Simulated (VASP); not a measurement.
# Tc (Fm-3m) in VASP: notebook

Runs on Tc. Level: r2SCAN. Tasks: single point, relaxation of volume and atoms at fixed shape.

All numbers are computed with VASP 6.6.1; they aren't measurements. Logs are shortened: lines on timing, memory, paths and dates and some standing lists are left out, and cuts for length are marked.

## (1) The cell of the first run

Symmetry: Fm-3m, No. 225, cubic system. The conventional cell has a = 3.850 Å, b = 3.850 Å, c = 3.850 Å, α = 90.00°, β = 90.00°, γ = 90.00°. Within 3.6 Å of Tc (site symmetry m-3m) lie 12 Tc at 2.72 Å.

This isn't the form of Tc at room conditions, which is hcp.

## (2) Single point, r2SCAN

Input file POSCAR:

```
Tc
1.0
    3.8503132064      0.0000000000      0.0000000000
    0.0000000000      3.8503132064      0.0000000000
    0.0000000000      0.0000000000      3.8503132064
Tc
4
Direct
    0.0000000000      0.0000000000      0.0000000000
    0.0000000000      0.5000000000      0.5000000000
    0.5000000000      0.0000000000      0.5000000000
    0.5000000000      0.5000000000      0.0000000000
```

Input file INCAR.step1:

```
ALGO     = Normal         # electronic algorithm
EDIFF    = 1E-4           # SCF threshold, eV
ENCUT    = 520            # plane-wave cutoff, eV
GGA      = PE             # functional
ISMEAR   = 0              # smearing method
LASPH    = T              # aspherical terms in the spheres
LCHARG   = F              # write CHGCAR
LREAL    = F              # projectors in reciprocal space
LWAVE    = T              # write WAVECAR
NBANDS   = 34             # bands
NELM     = 80             # most SCF steps
PREC     = Accurate       # precision mode
SIGMA    = 0.05           # smearing width, eV
```

Input file INCAR.step2:

```
ALGO     = Normal         # electronic algorithm
EDIFF    = 1E-6           # SCF threshold, eV
ENCUT    = 520            # plane-wave cutoff, eV
ISIF     = 2              # what is computed and relaxed
ISMEAR   = 0              # smearing method
ISTART   = 1            
LASPH    = T              # aspherical terms in the spheres
LCHARG   = F              # write CHGCAR
LMIXTAU  = T            
LREAL    = F              # projectors in reciprocal space
LWAVE    = F              # write WAVECAR
METAGGA  = R2SCAN         # meta-GGA
NBANDS   = 34             # bands
NELM     = 80             # most SCF steps
PREC     = Accurate       # precision mode
SIGMA    = 0.05           # smearing width, eV
```

Input file KPOINTS:

```
k-points
0
Gamma
  7 7 7
```

Potentials or basis: VASP PAW PBE potentials, release 64 (Tc_pv).

Launch:

```bash
$ cat potpaw_PBE.64/Tc_pv/POTCAR > POTCAR
$ cp INCAR.step1 INCAR
$ mpirun -np 1 vasp_std > vasp.out
$ cp INCAR.step2 INCAR
$ mpirun -np 1 vasp_std > vasp.out
```

OUTCAR:

```text
EDIFF = 1E-6
   ENCUT = 520
   ISIF = 2
   ISMEAR = 0
   ISTART = 1
   LASPH = T
   LREAL = F
   METAGGA = R2SCAN
   NELM = 80
   PREC = Accurate

 ion  position               nearest neighbor table
   1  0.000  0.000  0.000-   2 2.72   3 2.72   4 2.72   2 2.72   3 2.72   2 2.72   4 2.72   2 2.72
                             3 2.72   4 2.72   3 2.72   4 2.72
   2  0.000  0.500  0.500-   1 2.72   3 2.72   4 2.72   1 2.72   4 2.72   1 2.72   3 2.72   1 2.72
                             3 2.72   4 2.72   4 2.72   3 2.72
   3  0.500  0.000  0.500-   1 2.72   2 2.72   4 2.72   1 2.72   4 2.72   2 2.72   4 2.72   4 2.72
                             1 2.72   2 2.72   1 2.72   2 2.72
   4  0.500  0.500  0.000-   1 2.72   2 2.72   3 2.72   2 2.72   3 2.72   1 2.72   3 2.72   3 2.72
                             1 2.72   2 2.72   2 2.72   1 2.72

  LATTYP: Found a simple cubic cell.
 ALAT       =     3.8503132064

  Lattice vectors:

 A1 = (   3.8503132064,   0.0000000000,   0.0000000000)
 A2 = (   0.0000000000,   3.8503132064,   0.0000000000)
 A3 = (   0.0000000000,   0.0000000000,   3.8503132064)

Analysis of symmetry for initial positions (statically):
=====================================================================
 Subroutine PRICEL returns following result:

  LATTYP: Found a face centered cubic cell.
 ALAT       =     3.8503132064

  Lattice vectors:

 A1 = (   1.9251566032,  -1.9251566032,   0.0000000000)
 A2 = (   1.9251566032,   0.0000000000,   1.9251566032)
 A3 = (   0.0000000000,  -1.9251566032,   1.9251566032)

   4 primitive cells build up your supercell.

 Routine SETGRP: Setting up the symmetry group for a
 simple cubic supercell.

 Subroutine GETGRP returns: Found 48 space group operations
 (whereof 48 operations were pure point group operations)
 out of a pool of 48 trial point group operations.

The static configuration has the point symmetry O_h .

Analysis of symmetry for dynamics (positions and initial velocities):
=====================================================================
 Subroutine PRICEL returns following result:

  LATTYP: Found a face centered cubic cell.
 ALAT       =     3.8503132064

  Lattice vectors:

 A1 = (   1.9251566032,  -1.9251566032,   0.0000000000)
 A2 = (   1.9251566032,   0.0000000000,   1.9251566032)
 A3 = (   0.0000000000,  -1.9251566032,   1.9251566032)

   4 primitive cells build up your supercell.

 Routine SETGRP: Setting up the symmetry group for a
 simple cubic supercell.

 Subroutine GETGRP returns: Found 48 space group operations
 (whereof 48 operations were pure point group operations)
 out of a pool of 48 trial point group operations.

The dynamic configuration has the point symmetry O_h .

 Subroutine INISYM returns: Found 48 space group operations
 (whereof 48 operations are pure point group operations),
 and found     4 'primitive' translations

----------------------------------------------------------------------------------------

                                     Primitive cell

  volume of cell :      14.2701

  direct lattice vectors                    reciprocal lattice vectors
     1.925156603 -1.925156603  0.000000000     0.259719131 -0.259719131 -0.259719131
     1.925156603  0.000000000  1.925156603     0.259719131  0.259719131  0.259719131
     0.000000000 -1.925156603  1.925156603    -0.259719131 -0.259719131  0.259719131

  length of vectors
     2.722582578  2.722582578  2.722582578     0.449846731  0.449846731  0.449846731

  position of ions in fractional coordinates (direct lattice)
     0.000000000  0.000000000  0.000000000

  ion indices of the primitive-cell ions
   primitive index   ion index
                 1           1

----------------------------------------------------------------------------------------

 KPOINTS: k-points

Automatic generation of k-mesh.
 Grid dimensions read from file:
 generate k-points for:    7    7    7

 Generating k-lattice:

  Cartesian coordinates                     Fractional coordinates (reciprocal lattice)
     0.037102733  0.000000000  0.000000000     0.142857143  0.000000000  0.000000000
     0.000000000  0.037102733  0.000000000     0.000000000  0.142857143  0.000000000
     0.000000000  0.000000000  0.037102733     0.000000000  0.000000000  0.142857143

  Length of vectors
     0.037102733  0.037102733  0.037102733

  Shift w.r.t. Gamma in fractional coordinates (k-lattice)
     0.000000000  0.000000000  0.000000000

 Subroutine IBZKPT returns following result:
 ===========================================

 Found     20 irreducible k-points:

 Following reciprocal coordinates:
            Coordinates               Weight
  0.000000  0.000000  0.000000      1.000000
  0.142857  0.000000  0.000000      6.000000
  0.285714  0.000000  0.000000      6.000000
  0.428571  0.000000  0.000000      6.000000
  0.142857  0.142857  0.000000     12.000000
  0.285714  0.142857  0.000000     24.000000
[... 12 lines left out ...]
  0.428571  0.428571  0.285714     24.000000
  0.428571  0.428571  0.428571      8.000000
   k-points           NKPTS =     20   k-points in BZ     NKDIM =     20   number of bands    NBANDS=     34
   number of dos      NEDOS =    301   number of ions     NIONS =      4
   total plane-waves  NPLWV =  27000
   dimension x,y,z NGX =    30 NGY =   30 NGZ =   30
   dimension x,y,z NGXF=    60 NGYF=   60 NGZF=   60
   ions per type =               4
   NGX,Y,Z   is equivalent  to a cutoff of  12.95, 12.95, 12.95 a.u.
   NGXF,Y,Z  is equivalent  to a cutoff of  25.91, 25.91, 25.91 a.u.
 SYSTEM =  unknown system
   PREC   = accura    normal or accurate (medium, high low for compatibility)
   ISTART =      1    job   : 0-new  1-cont  2-samecut
   ICHARG =      0    charge: 1-file 2-atom 10-const
   ISPIN  =      1    spin polarized calculation?
   LNONCOLLINEAR =      F non collinear calculations
   LSORBIT =      F    spin-orbit coupling
   LASPH  =      T    aspherical Exc in radial PAW
   ENCUT  =  520.0 eV  38.22 Ry    6.18 a.u.   7.16  7.16  7.16*2*pi/ulx,y,z
   NELM   =     80;   NELMIN=  2; NELMDL=  0     # of ELM steps
   EDIFF  = 0.1E-05   stopping-criterion for ELM
   LREAL  =      F    real-space projection
   EDIFFG = 0.1E-04   stopping-criterion for IOM
   NSW    =      0    number of steps for IOM
   IBRION =     -1    ionic relax: 0-MD 1-quasi-New 2-CG
   NFREE  =      0    steps in history (QN), initial steepest desc. (CG)
   ISIF   =      2    stress and relaxation
   ISYM   =      2    0-nonsym 1-usesym 2-fastsym
   POTIM  = 0.5000    time-step for ionic-motion
   TEBEG  =    0.0;   TEEND  =   0.0 temperature during run
   PSTRESS=    0.0 pullay stress
   NELECT =      52.0000    total number of electrons
   NUPDOWN=      -1.0000    fix difference up-down
   EMIN   =  10.00;   EMAX   =-10.00  energy-range for DOS
   EFERMI =   0.00;   METHOD = LEGACY
   ISMEAR =     0;   SIGMA  =   0.05  broadening in eV -4-tet -1-fermi 0-gaus
   EFERMI_NEDOS =   21; number of points for ismear=-14 and -15
   IALGO  =     38    algorithm
   IMIX   =      4    mixing-type and parameters
     AMIX     =   0.40;   BMIX     =  1.00
     AMIX_MAG =   1.60;   BMIX_MAG =  1.00
  volume/ion in A,a.u.               =      14.27        96.30
  Fermi-wavevector in a.u.,A,eV,Ry     =   1.587011  2.999016 34.267679  2.518603
  Thomas-Fermi vector in A             =   2.686234
   LORBIT       =      0    0 simple, 1 ext, 2 COOP (PROOUT), +10 PAW based schemes
   METAGGA = R2SCAN    functional components
   LHFCALC =     F    Hartree Fock is set to
   AEXX    =    0.0000 exact exchange contribution
   IVDW    =     0    specifies the selected vdW correction
   LEPSILON=     F    determine dielectric tensor
   LRPA    =     F    only Hartree local field effects (RPA)
 non-spin polarized calculation
 Gauss-broadening in eV      SIGMA  =   0.05
  energy-cutoff  :      520.00
  volume of cell :       57.08
 maximum number of plane-waves:      1551
 NGX is ok and might be reduce to    30
   NGX = 15   NGY = 15   NGZ = 15

 number of electron      52.0000008 magnetization

 Free energy of the ion-electron system (eV)
  ---------------------------------------------------
  ext. energy  EPLUGINS =         0.00000000
  ---------------------------------------------------
  free energy    TOTEN  =      -103.64349787 eV

  energy without entropy =     -103.63625541  energy(sigma->0) =     -103.63987664

 E-fermi :  12.7756     XC(G=0): -15.1433

 val. band max:       12.7476697831   @ k =   0.2857   0.0000   0.0000
 cond. band min:      12.7793323006   @ k =   0.4286   0.2857   0.1429
 fundamental gap:      0.0316625175
 Fermi energy:        12.7756035335

 k-point     1 :       0.0000    0.0000    0.0000
  band No.  band energies     occupation
      1     -28.0759      2.00000
      2     -28.0759      2.00000
      3     -28.0759      2.00000
      4     -27.2701      2.00000
      5     -27.2701      2.00000
      6     -27.2701      2.00000
[... 26 lines left out ...]
     33      16.4160      0.00000
     34      16.8387      0.00000

 k-point     2 :       0.1429    0.0000    0.0000
  band No.  band energies     occupation
      1     -28.0378      2.00000
      2     -28.0378      2.00000
      3     -28.0180      2.00000
      4     -27.3119      2.00000
      5     -27.3119      2.00000
      6     -27.2742      2.00000
[... 26 lines left out ...]
     33      16.4172      0.00000
     34      16.4172      0.00000

 k-point     3 :       0.2857    0.0000    0.0000
  band No.  band energies     occupation
      1     -27.9302      2.00000
      2     -27.9302      2.00000
      3     -27.8524      2.00000
      4     -27.4282      2.00000
      5     -27.4282      2.00000
      6     -27.2840      2.00000
[... 26 lines left out ...]
     33      16.4199      0.00000
     34      16.4199      0.00000
[... 556 lines left out ...]
 k-point    19 :       0.4286    0.4286    0.2857
  band No.  band energies     occupation
      1     -28.0717      2.00000
      2     -28.0438      2.00000
      3     -28.0438      2.00000
      4     -27.9747      2.00000
      5     -27.1513      2.00000
      6     -27.0903      2.00000
[... 26 lines left out ...]
     33      16.1065      0.00000
     34      17.4263      0.00000

 k-point    20 :       0.4286    0.4286    0.4286
  band No.  band energies     occupation
      1     -28.1378      2.00000
      2     -28.1378      2.00000
      3     -28.1378      2.00000
      4     -28.1021      2.00000
      5     -27.0005      2.00000
      6     -27.0005      2.00000
[... 26 lines left out ...]
     33      15.8637      0.00000
     34      16.6730      0.00000

------------------------ aborting loop because EDIFF is reached ----------------------------------------

  FORCE on cell =-STRESS in cart. coord.  units (eV):
  Direction    XX          YY          ZZ          XY          YZ          ZX
  --------------------------------------------------------------------------------------
  -------------------------------------------------------------------------------------
  Total        0.1676190      0.1676190      0.1676190      0.0000000      0.0000000     -0.0000000
  in kB        4.7048492      4.7048492      4.7048492      0.0000000      0.0000000     -0.0000000
  external PRESSURE =       4.7048492 kB  Pullay stress =       0.0000000 kB

 VOLUME and BASIS-vectors are now :
 -----------------------------------------------------------------------------
  energy-cutoff  :      520.00
  volume of cell :       57.08
      direct lattice vectors                 reciprocal lattice vectors
     3.850313206  0.000000000  0.000000000     0.259719131  0.000000000  0.000000000
     0.000000000  3.850313206  0.000000000     0.000000000  0.259719131  0.000000000
     0.000000000  0.000000000  3.850313206     0.000000000  0.000000000  0.259719131

 POSITION                                       TOTAL-FORCE (eV/Angst)
 -----------------------------------------------------------------------------------
      0.00000      0.00000      0.00000        -0.000000      0.000000      0.000000
      0.00000      1.92516      1.92516         0.000000      0.000000      0.000000
      1.92516      0.00000      1.92516        -0.000000     -0.000000      0.000000
      1.92516      1.92516      0.00000        -0.000000     -0.000000     -0.000000
 -----------------------------------------------------------------------------------
    total drift:                                0.000000      0.000000     -0.000000

  FREE ENERGIE OF THE ION-ELECTRON SYSTEM (eV)
  ---------------------------------------------------
  free  energy   TOTEN  =      -103.6434978689 eV

  energy  without entropy=     -103.6362554118  energy(sigma->0) =     -103.63987664
```

Run time: 2.7 min. Hardware: 1 thread of Oxide Virtual Turin-like, shared host; peak memory 0.15 GiB.

Results:

```yaml
Free_energy: -103.6435 eV
Pressure: 0.5 GPa
Band_gap_on_the_k_mesh: zero (bands 26 and 27 overlap by 3.88 eV)
```

Levels at points of the mesh, in eV from the Fermi level:
| k point | band 21 | band 22 | band 23 | band 24 | band 25 | band 26 | band 27 | band 28 | band 29 | band 30 |
| --- | --- | --- | --- | --- | --- | --- | --- | --- | --- | --- |
| (0.00, 0.00, 0.00) | -1.87 | -1.87 | 0.99 | 0.99 | 3.07 | 3.07 | 3.07 | 3.64 | 3.64 | 3.64 |

Caveat: the PAW data sets were made with another functional, which shifts forces and pressure a little.

## (3) Relaxation of volume and atoms at fixed shape, r2SCAN

Input file POSCAR:

```
Tc
1.0
    3.8500000000      0.0000000000      0.0000000000
    0.0000000000      3.8500000000      0.0000000000
    0.0000000000      0.0000000000      3.8500000000
Tc
4
Direct
    0.0000000000      0.0000000000      0.0000000000
    0.0000000000      0.5000000000      0.5000000000
    0.5000000000      0.0000000000      0.5000000000
    0.5000000000      0.5000000000      0.0000000000
```

Input file INCAR.step1:

```
PREC = Accurate
ENCUT = 600
ISMEAR = 0
SIGMA = 0.05
LREAL = F
LASPH = T
NELM = 80
GGA = PE
ALGO = Normal
EDIFF = 1E-4
LWAVE = T
LCHARG = F
```

Input file INCAR.step2:

```
PREC = Accurate
ENCUT = 600
EDIFF = 1E-7
ISMEAR = 0
SIGMA = 0.05
LREAL = F
LASPH = T
NELM = 80
ALGO = Normal
ISIF = 8
LWAVE = F
LCHARG = F
METAGGA = R2SCAN
LMIXTAU = T
IBRION = 2
NSW = 80
EDIFFG = -0.03
ISTART = 1
```

Input file KPOINTS:

```
regular mesh
0
Gamma
  7 7 7
```

Potentials or basis: VASP PAW PBE potentials, release 64 (Tc_pv).

Launch:

```bash
$ cat potpaw_PBE.64/Tc_pv/POTCAR > POTCAR
$ cp INCAR.step1 INCAR
$ mpirun -np 1 vasp_std > vasp.out
$ cp INCAR.step2 INCAR
$ mpirun -np 1 vasp_std > vasp.out
```

Run time: 6.4 min. Hardware: 1 thread of Oxide Virtual Turin-like, shared host; peak memory 0.17 GiB.

The run converged. Its results:

| Property | Result |
| --- | --- |
| Free energy | -103.6468 eV |
| Relaxed volume | 14.30 Å³/atom |
| Relaxed cell | a = 3.853 Å, b = 3.853 Å, c = 3.853 Å, α = 90.00°, β = 90.00°, γ = 90.00° |
| Space group after relaxing (to 0.1 Å) | Fm-3m (No. 225) |
| Energy gained by relaxing | 0.1 meV/atom |
| Ionic steps | 3 |
| Pressure after relaxing | 0.0 GPa |
| Band gap on the k mesh | zero (bands 26 and 27 overlap by 3.86 eV) |

Step by step:
```
step  energy change (eV)  largest force (eV/Å)  pressure (GPa)  volume (Å³)
   1              0.0000                0.0000            0.82        57.07
   2              0.0034                0.0000           -2.55        57.67
   3             -0.0004                0.0000            0.01        57.21
```

Final structure:
```cif
data_structure
_symmetry_space_group_name_H-M 'P 1'
_symmetry_Int_Tables_number 1
_cell_length_a 3.8532
_cell_length_b 3.8532
_cell_length_c 3.8532
_cell_angle_alpha 90.000
_cell_angle_beta 90.000
_cell_angle_gamma 90.000
_cell_volume 57.21
loop_
_atom_site_label
_atom_site_type_symbol
_atom_site_fract_x
_atom_site_fract_y
_atom_site_fract_z
_atom_site_occupancy
Tc1 Tc 0.00000 0.00000 0.00000 1
Tc2 Tc 0.00000 0.50000 0.50000 1
Tc3 Tc 0.50000 0.00000 0.50000 1
Tc4 Tc 0.50000 0.50000 0.00000 1
```

Levels at points of the mesh, in eV from the Fermi level:
```
           k point  band 23  band 24  band 25  band 26  band 27  band 28
(0.00, 0.00, 0.00)     0.98     0.98     3.06     3.06     3.06     3.63
```

Caveat: the PAW data sets were made with another functional, which shifts forces and pressure a little.

The gap in the log of VASP goes by the Fermi energy; the results here count the filled bands.